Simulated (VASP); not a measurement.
# Mg: single point with PBE

Mg:

```
Mg
1.0
     0.00000    3.43185    3.43185
     3.43185    0.00000    3.43185
     3.43185    3.43185    0.00000
Mg
2
Direct
  0.12500 0.12500 0.12500
  0.87500 0.87500 0.87500
```

| Quantity | Value |
| --- | --- |
| Program | VASP 6.6.1 |
| Task | single point |
| Functional | PBE |
| Potentials or basis | VASP PAW PBE potentials, release 64 (Mg) |
| Cutoff | 520 eV |
| k mesh | 9 × 9 × 9 |
| Occupations | fermi-dirac, width 0.1 eV |
| Spin | no spin polarisation |

```json
{
  "Pressure": "0.0 GPa",
  "Band gap on the k mesh": "zero (band 2 reaches 3.27 eV, above the bottom of band 3 at -0.36 eV)"
}
```

Levels at points of the mesh, in eV from the Fermi level:
| k point | band 1 | band 2 | band 3 | band 4 | band 5 | band 6 | band 7 |
| --- | --- | --- | --- | --- | --- | --- | --- |
| (0.00, 0.00, 0.00) | -4.93 | 3.18 | 3.18 | 3.18 | 4.24 | 4.24 | 4.24 |

Run time: 15 s on 1 thread of AMD EPYC 9R45 96-Core Processor (Zen 5), with other jobs on the host, peak memory 0.17 GiB.
